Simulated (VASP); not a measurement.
A run of VASP 6.6.1:

File INCAR:

```
PREC = Accurate ; ENCUT = 520
EDIFF = 1E-6 ; ISMEAR = 0
SIGMA = 0.1 ; LREAL = F
LASPH = T ; NELM = 100
ALGO = Normal ; ISIF = 2
LWAVE = F ; LCHARG = F
LDIPOL = T ; IDIPOL = 3
DIPOL = 0.5 0.5 0.342 ; GGA = PE
IVDW = 12 ; NBANDS = 16
```

Contents of KPOINTS:

```
Automatic mesh
0
Gamma
  15 15 1
```

Contents of POSCAR:

```
C
1.0
    2.4656524409      0.0000000000      0.0000000000
   -1.2328262205      2.1353176508      0.0000000000
    0.0000000000      0.0000000000     17.5000663883
C
4
Direct
    0.6666666667      0.3333333333      0.2571437784
    0.3333333333      0.6666666667      0.2571418816
    1.0000000000      0.3333333333      0.4274307435
    0.6666666667      0.6666666667      0.4274288467
```

Potentials or basis: VASP PAW PBE potentials, release 64 (C).

Launch:

```console
$ cat potpaw_PBE.64/C/POTCAR > POTCAR
$ mpirun -np 1 vasp_std > vasp.out
```

Hardware: 1 thread of Intel(R) Xeon(R) 6975P-C (Granite Rapids), with other jobs on the host.

Problem. Estimate the wall time of this run.

Solution. It took 53 s on 1 thread of Intel(R) Xeon(R) 6975P-C (Granite Rapids), with other jobs on the host, peak memory 0.24 GiB. Counts: scf iterations 19, k points 64.
